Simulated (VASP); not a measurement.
Set up this calculation in VASP 6.6.1, as the native input.

```
Task                   : single point
Functional             : PBEsol
Potentials or basis    : VASP PAW PBE potentials, release 64 (La)
Cutoff                 : 520 eV
k mesh                 : 12 × 12 × 12
Occupations            : fermi-dirac, width 0.1 eV
Spin                   : no spin polarisation
Dipole correction      : no
Further INCAR settings : ALGO = Normal; EDIFF = 1e-07; NBANDS = 12
```

The structure of La lies in POSCAR:

```
La
1.0
   -2.0849384338      2.0849384338      2.0849384338
    2.0849384338     -2.0849384338      2.0849384338
    2.0849384338      2.0849384338     -2.0849384338
La
1
Direct
    0.0000000000      0.0000000000      0.0000000000
```

This cell differs from its parent crystal: volume scaled by 1.04.

The input as run:

INCAR

```
PREC = Accurate
ENCUT = 520
EDIFF = 1E-7
ISMEAR = -1
SIGMA = 0.1
LREAL = False
LASPH = True
NELM = 100
ALGO = Normal
ISIF = 2
LWAVE = False
LCHARG = True
GGA = PS
LELF = True
LVHAR = True
NBANDS = 12
```

KPOINTS

```
regular mesh
0
Gamma
  12 12 12
```

Potentials or basis: VASP PAW PBE potentials, release 64 (La).

The run is started by

```sh
$ cat potpaw_PBE.64/La/POTCAR > POTCAR
$ mpirun -np 1 vasp_std > vasp.out
```

It gave:

The pressure is -0.9 GPa.

Caveat: the PAW data sets were made with another functional, which shifts forces and pressure a little.

Run time: 27 s on 1 thread of AMD EPYC 7R13 Processor (Zen 3) (shared host), peak memory 0.16 GiB.
